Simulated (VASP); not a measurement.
Input of a VASP 6.6.1 run:

Contents of INCAR:

```
SYSTEM = CdF2
PREC = Accurate
ENCUT = 520
EDIFF = 1E-6
ISMEAR = 0
SIGMA = 0.01
LREAL = .FALSE.
LASPH = .TRUE.
NELM = 80
ALGO = Normal
ISIF = 2
LWAVE = .FALSE.
LCHARG = .FALSE.
GGA = PS
NBANDS = 20
```

The input KPOINTS:

```
regular mesh
0
G
  8 8 8
  0 0 0
```

File POSCAR:

```
CdF2
1.0
    2.5977703678      2.5977703678      0.0000000000
   -2.5977703678      2.5977703678      0.0000000000
    0.0000000000      2.5977703678      2.5977703678
Cd F
1 2
Direct
    0.0000000000      0.0000000000      0.0000000000
    0.2500000000      0.7500000000      0.5000000000
    0.7500000000      0.2500000000      0.5000000000
```

Potentials or basis: VASP PAW PBE potentials, release 64 (Cd, F).

Launch:

```sh
$ cat potpaw_PBE.64/Cd/POTCAR potpaw_PBE.64/F/POTCAR > POTCAR
$ mpirun -np 1 vasp_std > vasp.out
```

(1) Estimate the pressure.

(2) Estimate the band gap on the k mesh.

Results:

(1) 16.5 GPa.

(2) 3.28 eV (least direct gap 3.60 eV).

Caveat: the cell stands under pressure; the PAW data sets were made with another functional, which shifts forces and pressure a little.
